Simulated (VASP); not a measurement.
Runs of VASP 6.6.1 on Mg7O. The structure is that of space group Fm-3m (No. 225), or close to it. The cells are those of the table. 

```tsv
task	spin	cell	k mesh	cutoff (eV)	gap on the mesh (eV)	pressure (GPa)	moment (μB)	relaxed volume (Å³/atom)
relaxation of cell and atoms	off	relaxed from a = 5.560 Å, angles 60.0°, 8 atoms	4 × 4 × 4	600	none	-0.1	-	20.26
single point	off	a = 6.113 Å, angles 60.0°, 8 atoms	8 × 8 × 8	520	none	(a)	-	-
relaxation of cell and atoms	off	relaxed from a = 6.113 Å, angles 60.0°, 8 atoms	8 × 8 × 8	600	none	0.0	-	20.13
single point	off	a = 5.560 Å, angles 60.0°, 8 atoms	4 × 4 × 4	520	none	20.7	-	-
single point	collinear, ferromagnetic start	a = 5.560 Å, angles 60.0°, 8 atoms	4 × 4 × 4	520	none	20.7	0.00	-
single point	off	a = 6.113 Å, angles 60.0°, 8 atoms	4 × 4 × 4	520	none	0.0	-	-
single point	collinear, ferromagnetic start	a = 6.113 Å, angles 60.0°, 8 atoms	4 × 4 × 4	520	none	0.0	0.00	-
```

Alike in all rows: level PBE; potentials or basis VASP PAW PBE potentials, release 64 (Mg, O); smearing gaussian 0.1 eV.

Task: Estimate the missing entries.

Result: (a) -0.2.

Caveats: the volume moved by over 15 % at a fixed basis, so the end points are rough (some runs).

A gap of «none» marks levels without a gap at the run's occupations.
